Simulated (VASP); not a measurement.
# AlN (Imm2) in VASP: a series of runs

AlN is run at these levels: PBE; tasks: single point.

Everything below comes from runs of VASP 6.6.1. Logs are shortened: lines on timing, memory, paths and dates and some standing lists are left out, and cuts for length are marked.

### Step 1. The cell of the first run

It takes space group Imm2 (No. 44, orthorhombic). The conventional cell has a = 3.191 Å, b = 3.191 Å, c = 4.513 Å, α = 90.00°, β = 90.00°, γ = 90.00°. Within 2.5 Å of Al (site symmetry mm2) lie 4 N at 1.87 to 2.04 Å. Within 2.5 Å of N (site symmetry mm2) lie 4 Al at 1.87 to 2.04 Å.

### Step 2. Single point, PBE

Contents of INCAR:

```
ALGO     = Normal         # electronic algorithm
EDIFF    = 1E-6           # SCF threshold, eV
ENCUT    = 520            # plane-wave cutoff, eV
GGA      = PE             # functional
ISIF     = 2              # what is computed and relaxed
ISMEAR   = 0              # smearing method
LASPH    = T              # aspherical terms in the spheres
LCHARG   = T              # write CHGCAR
LELF     = T              # ELF
LREAL    = F              # projectors in reciprocal space
LVHAR    = T            
LWAVE    = F              # write WAVECAR
NBANDS   = 11             # bands
NELM     = 60             # most SCF steps
PREC     = Accurate       # precision mode
SIGMA    = 0.05           # smearing width, eV
```

Contents of KPOINTS:

```
k-points
0
Gamma
  10 10 10
```

Contents of POSCAR:

```
AlN
1.0
    0.0000000000      2.2562903708      2.2562903708
    2.2562903708      0.0000000000      2.2562903708
    2.2562903708      2.2562903708      0.0000000000
Al N
1 1
Direct
   -0.0114379721      0.0114379721      0.0114379721
    0.7720328468      0.7279671532      0.7279671532
```

Potentials or basis: VASP PAW PBE potentials, release 64 (Al, N).

The run is started by

```
> cat potpaw_PBE.64/Al/POTCAR potpaw_PBE.64/N/POTCAR > POTCAR
> mpirun -np 1 vasp_std > vasp.out
```

OUTCAR:

```text
EDIFF = 1E-6
   ENCUT = 520
   GGA = PE
   ISIF = 2
   ISMEAR = 0
   LASPH = T
   LREAL = F
   NELM = 60
   PREC = Accurate

 ion  position               nearest neighbor table
   1  0.989  0.011  0.011-   2 1.87   2 1.87   2 2.04   2 2.04
   2  0.772  0.728  0.728-   1 1.87   1 1.87   1 2.04   1 2.04

  LATTYP: Found a face centered cubic cell.
 ALAT       =     4.5125807416

  Lattice vectors:

 A1 = (   0.0000000000,   2.2562903708,   2.2562903708)
 A2 = (   2.2562903708,   0.0000000000,   2.2562903708)
 A3 = (   2.2562903708,   2.2562903708,   0.0000000000)

Analysis of symmetry for initial positions (statically):
=====================================================================
 Subroutine PRICEL returns:
 Original cell was already a primitive cell.

 Routine SETGRP: Setting up the symmetry group for a
 face centered cubic supercell.

 Subroutine GETGRP returns: Found  4 space group operations
 (whereof  4 operations were pure point group operations)
 out of a pool of 48 trial point group operations.

The static configuration has the point symmetry C_2v.

Analysis of symmetry for dynamics (positions and initial velocities):
=====================================================================
 Subroutine PRICEL returns:
 Original cell was already a primitive cell.

 Routine SETGRP: Setting up the symmetry group for a
 face centered cubic supercell.

 Subroutine GETGRP returns: Found  4 space group operations
 (whereof  4 operations were pure point group operations)
 out of a pool of 48 trial point group operations.

The dynamic configuration has the point symmetry C_2v.

 Subroutine INISYM returns: Found  4 space group operations
 (whereof  4 operations are pure point group operations),
 and found     1 'primitive' translations

----------------------------------------------------------------------------------------

                                     Primitive cell

  volume of cell :      22.9729

  direct lattice vectors                    reciprocal lattice vectors
     0.000000000  2.256290371  2.256290371    -0.221602683  0.221602683  0.221602683
     2.256290371  0.000000000  2.256290371     0.221602683 -0.221602683  0.221602683
     2.256290371  2.256290371  0.000000000     0.221602683  0.221602683 -0.221602683

  length of vectors
     3.190876443  3.190876443  3.190876443     0.383827106  0.383827106  0.383827106

  position of ions in fractional coordinates (direct lattice)
     0.988562028  0.011437972  0.011437972
     0.772032847  0.727967153  0.727967153

  ion indices of the primitive-cell ions
   primitive index   ion index
                 1           1
                 2           2

----------------------------------------------------------------------------------------

 KPOINTS: k-points

Automatic generation of k-mesh.
 Grid dimensions read from file:
 generate k-points for:   10   10   10

 Generating k-lattice:

  Cartesian coordinates                     Fractional coordinates (reciprocal lattice)
    -0.022160268  0.022160268  0.022160268     0.100000000  0.000000000  0.000000000
     0.022160268 -0.022160268  0.022160268     0.000000000  0.100000000  0.000000000
     0.022160268  0.022160268 -0.022160268     0.000000000  0.000000000  0.100000000

  Length of vectors
     0.038382711  0.038382711  0.038382711

  Shift w.r.t. Gamma in fractional coordinates (k-lattice)
     0.000000000  0.000000000  0.000000000

 Subroutine IBZKPT returns following result:
 ===========================================

 Found    171 irreducible k-points:

 Following reciprocal coordinates:
            Coordinates               Weight
  0.000000  0.000000  0.000000      1.000000
  0.100000  0.000000  0.000000      4.000000
  0.000000  0.100000  0.000000      4.000000
  0.200000  0.000000  0.000000      4.000000
  0.000000  0.200000  0.000000      4.000000
  0.300000  0.000000  0.000000      4.000000
[... 16 lines left out ...]
  0.000000  0.400000  0.100000      4.000000
  0.100000  0.000000  0.400000      8.000000
 [... further k-points ...]
[... 48 lines left out ...]
      8      16.7969      0.00000
      9      21.8521      0.00000
     10      21.9770      0.00000
     11      22.6476      0.00000

 k-point     2 :       0.1000    0.0000    0.0000
  band No.  band energies     occupation
      1      -9.2357      2.00000
      2       4.4213      2.00000
      3       4.6252      2.00000
      4       5.2014      2.00000
      5       9.1353      0.00000
      6      16.1882      0.00000
      7      16.8505      0.00000
      8      16.9243      0.00000
      9      20.9061      0.00000
     10      20.9464      0.00000
     11      22.2120      0.00000

 k-point     3 :       0.0000    0.1000    0.0000
  band No.  band energies     occupation
      1      -9.2333      2.00000
      2       4.0037      2.00000
      3       4.9542      2.00000
      4       5.3787      2.00000
      5       9.0466      0.00000
      6      16.2538      0.00000
      7      16.7667      0.00000
      8      17.0514      0.00000
      9      20.6211      0.00000
     10      20.7551      0.00000
     11      22.7302      0.00000

 k-point     4 :       0.2000    0.0000    0.0000
  band No.  band energies     occupation
      1      -8.8725      2.00000
      2       2.8870      2.00000
      3       4.5081      2.00000
      4       5.0559      2.00000
      5      10.2842      0.00000
      6      15.4514      0.00000
      7      16.6407      0.00000
      8      16.9521      0.00000
      9      20.3674      0.00000
     10      20.6375      0.00000
     11      21.3720      0.00000
[... 239 lines left out ...]
 k-point    22 :       0.4000    0.1000    0.0000
  band No.  band energies     occupation
      1      -7.9168      2.00000
      2       0.6402      2.00000
      3       4.0255      2.00000
      4       4.5638      2.00000
      5      11.6799      0.00000
      6      13.9369      0.00000
      7      15.8348      0.00000
      8      16.3958      0.00000
      9      20.7778      0.00000
     10      22.4430      0.00000
     11      23.8522      0.00000

 k-point    23 :       0.0000    0.4000    0.1000
  band No.  band energies     occupation
      1      -7.8864      2.00000
      2       0.3712      2.00000
      3       4.2419      2.00000
      4       4.7547      2.00000
      5      11.6310      0.00000
      6      13.8432      0.00000
      7      16.1787      0.00000
      8      16.2584      0.00000
      9      20.5412      0.00000
     10      22.7171      0.00000
     11      23.5067      0.00000

 k-point    24 :       0.1000    0.0000    0.4000
  band No.  band energies     occupation
      1      -7.8827      2.00000
      2       0.3392      2.00000
      3       4.3522      2.00000
      4       4.7074      2.00000
      5      11.5432      0.00000
      6      13.9260      0.00000
      7      15.8167      0.00000
      8      16.7072      0.00000
      9      20.3373      0.00000
     10      22.9796      0.00000
     11      23.2466      0.00000

 [... further k-points ...]

------------------------ aborting loop because EDIFF is reached ----------------------------------------

  FORCE on cell =-STRESS in cart. coord.  units (eV):
  Direction    XX          YY          ZZ          XY          YZ          ZX
  --------------------------------------------------------------------------------------
  -------------------------------------------------------------------------------------
  Total       -1.7588420     -1.3771526     -1.3771526      0.0000000     -0.7175649      0.0000000
  in kB     -122.6655059    -96.0456432    -96.0456432      0.0000000    -50.0445488      0.0000000
  external PRESSURE =    -104.9189308 kB  Pullay stress =       0.0000000 kB

 VOLUME and BASIS-vectors are now :
 -----------------------------------------------------------------------------
  energy-cutoff  :      520.00
  volume of cell :       22.97
      direct lattice vectors                 reciprocal lattice vectors
     0.000000000  2.256290371  2.256290371    -0.221602683  0.221602683  0.221602683
     2.256290371  0.000000000  2.256290371     0.221602683 -0.221602683  0.221602683
     2.256290371  2.256290371  0.000000000     0.221602683  0.221602683 -0.221602683

 POSITION                                       TOTAL-FORCE (eV/Angst)
 -----------------------------------------------------------------------------------
      0.05161      2.25629      2.25629        -1.624678      0.000000      0.000000
      3.28501      3.38444      3.38444         1.624678     -0.000000     -0.000000
 -----------------------------------------------------------------------------------
    total drift:                                0.000479      0.000000      0.000000

  FREE ENERGIE OF THE ION-ELECTRON SYSTEM (eV)
  ---------------------------------------------------
  free  energy   TOTEN  =       -14.6550962953 eV

  energy  without entropy=      -14.6550962953  energy(sigma->0) =      -14.65509630
```

It took 62 s on 1 thread of AMD EPYC 7R43 (Zen 3), shared host; peak memory 0.12 GiB.

What came out:

```yaml
Free_energy: -14.6551 eV
Pressure: -10.5 GPa
Largest_force: 1.625 eV/Å
Band_gap_on_the_k_mesh: 2.89 eV, indirect (least direct gap 2.97 eV)
```

Forces on the atoms (eV/Å):
```
Al  -1.625  0.000  0.000
N    1.625  0.000  0.000
```

Levels at points of the mesh, in eV from the valence-band top:
| k point | band 1 | band 2 | band 3 | band 4 | band 5 | band 6 | band 7 | band 8 |
| --- | --- | --- | --- | --- | --- | --- | --- | --- |
| (0.00, 0.00, 0.00) | -14.80 | -0.76 | -0.33 | 0.00 | 2.97 | 11.22 | 11.29 | 11.36 |
| (0.50, 0.00, 0.00) | -13.06 | -5.67 | -1.20 | -0.67 | 6.14 | 8.87 | 9.96 | 10.35 |
| (0.00, 0.50, 0.00) | -13.01 | -5.95 | -0.91 | -0.50 | 6.07 | 8.71 | 10.02 | 10.55 |
| (0.50, 0.50, 0.00) | -12.48 | -5.00 | -2.00 | -1.98 | 2.89 | 7.54 | 12.25 | 14.24 |
| (0.00, 0.50, 0.50) | -12.49 | -4.95 | -2.32 | -1.77 | 2.92 | 7.68 | 12.24 | 14.17 |

Caveat: forces of over 1 eV/Å act on the atoms, so gaps and moduli don't describe the material at rest. A k mesh can miss the band edges.

### Step 3. Single point, PBE

This run uses another cell than the first one, of 10.40 Å³/atom, 0.906 times its volume.

Contents of INCAR:

```
PREC = Accurate
ENCUT = 520
EDIFF = 1E-7
ISMEAR = 0
SIGMA = 0.05
LREAL = F
LASPH = T
NELM = 60
ALGO = Normal
ISIF = 2
LWAVE = F
LCHARG = T
GGA = PE
LELF = T
LVHAR = T
NBANDS = 11
```

Contents of KPOINTS:

```
Automatic mesh
0
Gamma
  10 10 10
```

Contents of POSCAR:

```
AlN
1.0
    0.0000000000      2.1829884494      2.1829884494
    2.1829884494      0.0000000000      2.1829884494
    2.1829884494      2.1829884494      0.0000000000
Al N
1 1
Direct
   -0.0114379721      0.0114379721      0.0114379721
    0.7720328468      0.7279671532      0.7279671532
```

Potentials or basis: VASP PAW PBE potentials, release 64 (Al, N).

The run is started by

```
> cat potpaw_PBE.64/Al/POTCAR potpaw_PBE.64/N/POTCAR > POTCAR
> mpirun -np 1 vasp_std > vasp.out
```

Wall time 11 s (1 thread of Intel Xeon 6975P-C (Granite Rapids), shared host); peak memory 0.16 GiB.

Results (log left out):

```yaml
Free_energy: -14.6838 eV
Pressure: 7.5 GPa
Largest_force: 2.109 eV/Å
Band_gap_on_the_k_mesh: 2.94 eV, indirect (least direct gap 3.80 eV)
```

Forces in eV/Å, atoms in the order of the input:
```
Al  -2.109  0.000  0.000
N    2.109  0.000  0.000
```

Stress tensor (GPa, compression positive):
```
  4.72   0.00   0.00
  0.00   8.96 -10.87
  0.00 -10.87   8.96
```

Levels at points of the mesh, in eV from the valence-band top:
| k point | band 1 | band 2 | band 3 | band 4 | band 5 | band 6 | band 7 | band 8 | band 9 |
| --- | --- | --- | --- | --- | --- | --- | --- | --- | --- |
| (0.00, 0.00, 0.00) | -15.35 | -0.76 | -0.34 | 0.00 | 3.80 | 12.17 | 12.25 | 12.27 | 17.21 |
| (0.50, 0.00, 0.00) | -13.33 | -6.10 | -1.21 | -0.71 | 7.05 | 9.54 | 10.65 | 10.91 | 17.46 |
| (0.00, 0.50, 0.00) | -13.28 | -6.33 | -0.91 | -0.52 | 6.89 | 9.36 | 10.67 | 11.09 | 17.48 |
| (0.50, 0.50, 0.00) | -12.67 | -5.28 | -2.12 | -2.09 | 2.94 | 8.13 | 13.48 | 15.44 | 15.51 |
| (0.00, 0.50, 0.50) | -12.67 | -5.26 | -2.43 | -1.89 | 2.98 | 8.29 | 13.48 | 15.32 | 15.44 |

Caveat: forces of over 1 eV/Å act on the atoms, so gaps and moduli don't describe the material at rest.

### Step 4. Single point, PBE

This run uses another cell than the first one, of 10.67 Å³/atom, 0.929 times its volume.

Contents of INCAR:

```
PREC = Accurate ; ENCUT = 520
EDIFF = 1E-6 ; ISMEAR = 0
SIGMA = 0.05 ; LREAL = F
LASPH = T ; NELM = 80
ALGO = Normal ; ISIF = 2
LWAVE = F ; LCHARG = F
GGA = PE ; NBANDS = 11
```

Contents of KPOINTS:

```
regular mesh
0
Gamma
  10 10 10
```

Contents of POSCAR:

```
AlN
1.0
    0.0000000000      2.2012588983      2.2012588983
    2.2012588983      0.0000000000      2.2012588983
    2.2012588983      2.2012588983      0.0000000000
Al N
1 1
Direct
   -0.0114379721      0.0114379721      0.0114379721
    0.7720328468      0.7279671532      0.7279671532
```

The run is started by

```
> cat potpaw_PBE.64/Al/POTCAR potpaw_PBE.64/N/POTCAR > POTCAR
> mpirun -np 1 vasp_std > vasp.out
```

Wall time 10 s (1 thread of Intel Xeon 6975P-C (Granite Rapids), shared host); peak memory 0.16 GiB.

Results (log left out):

| Item | Value |
| --- | --- |
| Free energy | -14.7002 eV |
| Pressure | 2.3 GPa |
| Largest force | 1.978 eV/Å |
| Band gap on the k mesh | 2.93 eV, indirect (least direct gap 3.59 eV) |

Forces on the atoms (eV/Å):
```
Al  -1.978  0.000  0.000
N    1.978  0.000  0.000
```

Stress tensor (GPa, compression positive):
```
-0.23  0.00  0.00
 0.00  3.57 -9.20
 0.00 -9.20  3.57
```

Levels at points of the mesh, in eV from the valence-band top:
```csv
k point,band 2,band 3,band 4,band 5,band 6,band 7
"(0.00, 0.00, 0.00)",-0.76,-0.34,0.00,3.59,11.93,12.00
"(0.50, 0.00, 0.00)",-5.99,-1.21,-0.70,6.82,9.37,10.47
"(0.00, 0.50, 0.00)",-6.23,-0.92,-0.52,6.68,9.19,10.51
"(0.50, 0.50, 0.00)",-5.21,-2.09,-2.06,2.93,7.98,13.15
"(0.00, 0.50, 0.50)",-5.18,-2.40,-1.86,2.97,8.13,13.16
```

Caveat: forces of over 1 eV/Å act on the atoms, so gaps and moduli don't describe the material at rest. A k mesh can miss the band edges.

### Step 5. Single point, PBE

This run uses another cell than the first one, of 10.93 Å³/atom, 0.952 times its volume.

Contents of INCAR:

```
ALGO     = Normal         # electronic algorithm
EDIFF    = 1E-6           # SCF threshold, eV
ENCUT    = 520            # plane-wave cutoff, eV
GGA      = PE             # functional
ISIF     = 2              # what is computed and relaxed
ISMEAR   = 0              # smearing method
LASPH    = True           # aspherical terms in the spheres
LCHARG   = False          # write CHGCAR
LREAL    = False          # projectors in reciprocal space
LWAVE    = False          # write WAVECAR
NBANDS   = 11             # bands
NELM     = 80             # most SCF steps
PREC     = Accurate       # precision mode
SIGMA    = 0.05           # smearing width, eV
```

Contents of KPOINTS:

```
k-points
0
Gamma
  10 10 10
```

Contents of POSCAR:

```
AlN
1.0
    0.0000000000      2.2195293472      2.2195293472
    2.2195293472      0.0000000000      2.2195293472
    2.2195293472      2.2195293472      0.0000000000
Al N
1 1
Direct
   -0.0114379721      0.0114379721      0.0114379721
    0.7720328468      0.7279671532      0.7279671532
```

The run is started by

```
> cat potpaw_PBE.64/Al/POTCAR potpaw_PBE.64/N/POTCAR > POTCAR
> mpirun -np 1 vasp_std > vasp.out
```

It took 42 s on 1 thread of AMD EPYC 7R13 (Zen 3), shared host; peak memory 0.13 GiB.

It converged, with:

```
Free energy            : -14.7001 eV
Pressure               : -2.4 GPa
Largest force          : 1.854 eV/Å
Band gap on the k mesh : 2.92 eV, indirect (least direct gap 3.38 eV)
```

Forces in eV/Å, atoms in the order of the input:
```
Al  -1.854  0.000  0.000
N    1.854  0.000  0.000
```

Stress tensor (GPa, compression positive):
```
-4.68  0.00  0.00
 0.00 -1.28 -7.68
 0.00 -7.68 -1.28
```

Levels at points of the mesh, in eV from the valence-band top:
```tsv
k point	band 1	band 2	band 3	band 4	band 5	band 6	band 7	band 8	band 9
(0.00, 0.00, 0.00)	-15.07	-0.76	-0.34	0.00	3.38	11.68	11.76	11.80	16.81
(0.50, 0.00, 0.00)	-13.19	-5.88	-1.20	-0.69	6.59	9.20	10.30	10.63	16.80
(0.00, 0.50, 0.00)	-13.14	-6.13	-0.92	-0.51	6.47	9.03	10.34	10.81	16.87
(0.50, 0.50, 0.00)	-12.58	-5.13	-2.06	-2.03	2.92	7.83	12.84	14.83	14.90
(0.00, 0.50, 0.50)	-12.58	-5.10	-2.37	-1.83	2.96	7.98	12.84	14.75	14.79
```

Caveat: forces of over 1 eV/Å act on the atoms, so gaps and moduli don't describe the material at rest.

### Step 6. Single point, PBE

This run uses another cell than the first one, of 11.21 Å³/atom, 0.976 times its volume.

Contents of INCAR:

```
ALGO = Normal
EDIFF = 1E-6
ENCUT = 520
GGA = PE
ISIF = 2
ISMEAR = 0
LASPH = T
LCHARG = T
LELF = T
LREAL = F
LVHAR = T
LWAVE = F
NBANDS = 11
NELM = 100
PREC = Accurate
SIGMA = 0.05
```

KPOINTS is that of step 5.

Contents of POSCAR:

```
AlN
1.0
    0.0000000000      2.2380199219      2.2380199219
    2.2380199219      0.0000000000      2.2380199219
    2.2380199219      2.2380199219      0.0000000000
Al N
1 1
Direct
   -0.0114379721      0.0114379721      0.0114379721
    0.7720328468      0.7279671532      0.7279671532
```

Potentials or basis: VASP PAW PBE potentials, release 64 (Al, N).

The run is started by

```
> cat potpaw_PBE.64/Al/POTCAR potpaw_PBE.64/N/POTCAR > POTCAR
> mpirun -np 1 vasp_std > vasp.out
```

Wall time 48 s (1 thread of AMD EPYC 7R13 (Zen 3), shared host); peak memory 0.13 GiB.

Results (log left out):

| Quantity | Value |
| --- | --- |
| Free energy | -14.6846 eV |
| Pressure | -6.7 GPa |
| Largest force | 1.735 eV/Å |
| Band gap on the k mesh | 2.90 eV, indirect (least direct gap 3.17 eV) |

Forces on the atoms (eV/Å):
```
Al  -1.735  0.000  0.000
N    1.735  0.000  0.000
```

Stress tensor (GPa, compression positive):
```
-8.71  0.00  0.00
 0.00 -5.70 -6.27
 0.00 -6.27 -5.70
```

Levels at points of the mesh, in eV from the valence-band top:
| k point | band 1 | band 2 | band 3 | band 4 | band 5 | band 6 | band 7 | band 8 |
| --- | --- | --- | --- | --- | --- | --- | --- | --- |
| (0.00, 0.00, 0.00) | -14.93 | -0.76 | -0.34 | 0.00 | 3.17 | 11.45 | 11.52 | 11.58 |
| (0.50, 0.00, 0.00) | -13.12 | -5.77 | -1.20 | -0.68 | 6.36 | 9.03 | 10.13 | 10.49 |
| (0.00, 0.50, 0.00) | -13.07 | -6.04 | -0.92 | -0.51 | 6.27 | 8.86 | 10.18 | 10.68 |
| (0.50, 0.50, 0.00) | -12.53 | -5.06 | -2.03 | -2.01 | 2.90 | 7.68 | 12.54 | 14.53 |
| (0.00, 0.50, 0.50) | -12.53 | -5.03 | -2.35 | -1.80 | 2.94 | 7.83 | 12.53 | 14.47 |

Caveat: forces of over 1 eV/Å act on the atoms, so gaps and moduli don't describe the material at rest. A hybrid or GW would open this gap; PBE tends to underestimate it.

### Step 7. Summary

| cell | gap on the mesh (eV) | pressure (GPa) | largest force (eV/Å) |
| --- | --- | --- | --- |
| a = 3.191 Å, angles 60.0°, 2 atoms | 2.89 | -10.5 | 1.62 |
| a = 3.087 Å, angles 60.0°, 2 atoms | 2.94 | 7.5 | 2.11 |
| a = 3.113 Å, angles 60.0°, 2 atoms | 2.93 | 2.3 | 1.98 |
| a = 3.139 Å, angles 60.0°, 2 atoms | 2.92 | -2.4 | 1.85 |
| a = 3.165 Å, angles 60.0°, 2 atoms | 2.90 | -6.7 | 1.74 |

Alike in all rows: task single point; level PBE; potentials or basis VASP PAW PBE potentials, release 64 (Al, N); no spin polarisation; k mesh 10 × 10 × 10; cutoff (eV) 520; smearing gaussian 0.05 eV.

Caveats: forces of over 1 eV/Å act on the atoms, so gaps and moduli don't describe the material at rest.

Absolute energies hang on the potentials; compare differences alone.
